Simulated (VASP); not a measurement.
# C: single point with PBEsol

C:

```
CELL_PARAMETERS angstrom
1.31554 -2.17869 0.00000
1.31554 2.17869 0.00000
0.00000 0.00000 7.37782
ATOMIC_POSITIONS crystal
C 0.08332 0.91668 0.74984
C 0.58332 0.41668 0.25016
C 0.91668 0.08332 0.25016
C 0.41668 0.58332 0.74984
```

This cell differs from its parent crystal: normal strain along x +0.0700, normal strain along y +0.0233.

| Property | Result |
| --- | --- |
| Program | VASP 6.6.1 |
| Task | single point |
| Functional | PBEsol |
| Potentials or basis | VASP PAW PBE potentials, release 64 (C) |
| Cutoff | 520 eV |
| k mesh | 18 × 18 × 6 |
| Occupations | gaussian, width 0.15 eV |
| Spin | no spin polarisation |

```yaml
Pressure: -27.5 GPa
Largest_force: 0.132 eV/Å
```

Forces on the atoms (eV/Å):
```
C    0.000  0.132  0.000
C    0.000  0.132  0.000
C    0.000 -0.132  0.000
C    0.000 -0.132  0.000
```

Stress tensor (GPa, compression positive):
```
-55.75   0.00   0.00
  0.00 -26.90   0.00
  0.00   0.00   0.00
```

Wall time 4.1 min on 1 thread of Intel Xeon 8259CL (shared host), peak memory 0.29 GiB.

Caveat: the cell differs from its parent crystal (normal strain along x +0.0700, normal strain along y +0.0233); the stress differs along the axes, from -56 to 0 GPa; this functional lacks dispersion, which binds layers or chains, so the pressure and a relaxed spacing across them are unreliable; the PAW data sets were made with another functional, which shifts forces and pressure a little.
